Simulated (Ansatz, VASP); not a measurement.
**Sc2AlN3: VASP beside Ansatz**

The input INCAR:

```
SYSTEM = Sc2AlN3
PREC = Accurate ; ENCUT = 520
EDIFF = 1E-6 ; ISMEAR = 0
SIGMA = 0.1 ; LREAL = .FALSE.
LASPH = .TRUE. ; NELM = 150
ALGO = Normal ; ISIF = 2
LWAVE = .FALSE. ; LCHARG = .FALSE.
ISPIN = 2 ; MAGMOM = 0 0 0 1 1 1
LORBIT = 11 ; LMAXMIX = 4
GGA = PE ; NBANDS = 33
```

File KPOINTS:

```
regular mesh
0
G
  6 6 6
  0 0 0
```

The input POSCAR:

```
Sc2AlN3
1.0
   -2.1150227738      2.1150227738      4.2227381567
    2.1150227738     -2.1150227738      4.2227381567
    2.1150227738      2.1150227738     -4.2227381567
Sc Al N
2 1 3
Direct
    0.7500000000      0.2500000000      0.5000000000
    0.2500000000      0.7500000000      0.5000000000
    0.5000000000      0.5000000000      0.0000000000
    0.5000000000      0.0000000000      0.5000000000
    0.0000000000      0.5000000000      0.5000000000
    0.0000000000      0.0000000000      0.0000000000
```

Input for Ansatz:

```yaml
crystal:
  lattice:
    - [-2.1150227738, 2.1150227738, 4.2227381567]
    - [2.1150227738, -2.1150227738, 4.2227381567]
    - [2.1150227738, 2.1150227738, -4.2227381567]
  atoms:
    - { symbol: Sc, position: [0.75, 0.25, 0.5] }
    - { symbol: Sc, position: [0.25, 0.75, 0.5] }
    - { symbol: Al, position: [0.5, 0.5, 0.0] }
    - { symbol: "N", position: [0.5, 0.0, 0.5], spin: 1.0 }
    - { symbol: "N", position: [0.0, 0.5, 0.5], spin: 1.0 }
    - { symbol: "N", position: [0.0, 0.0, 0.0], spin: 1.0 }
basis:
  ecutwfc: 420
kpoints:
  mp_grid: { grid: [6, 6, 6] }
hamiltonian:
  xc: pbe
scf:
  occupations: { method: gaussian, width: 0.1 }
  lower_state_search: "off"
output:
  forces: true
  stress: true
  eigenvalues: true
  populations: true
magnetization:
  spin_polarized: true
```

Alike in both runs: task single point; functional PBE; k mesh 6 × 6 × 6; occupations gaussian, width 0.1 eV; collinear spin.

|  | VASP | Ansatz |
| --- | --- | --- |
| version | VASP 6.6.1 | Ansatz 0.2.0 |
| potentials or method | VASP PAW PBE potentials, release 64 (Sc_sv, Al, N), cutoff 520 eV | scalar-relativistic, plane waves, PAW |
| valence electrons in the cell | 40 | 40 |

|  | VASP | Ansatz | Ansatz less VASP |
| --- | --- | --- | --- |
| gap on the k mesh at the Fermi level (eV) | none | none | - |
| pressure (GPa) | 0.3 | 0.0 | -0.35 |
| traceless stress, the component that is largest in VASP (GPa) | 0.79 | 0.56 | -0.230 |
| net moment per atom (μB) | 0.00 | 0.10 | +0.101 |
| size of the moment on the site where the two differ most (μB) | 0.00 | 0.12 | +0.119 |

The net moments are unlike, so the other rows may belong to different states. Site moments also hang on the region over which each program counts them. A gap of «none» marks a metal or a gap that the smearing closes.
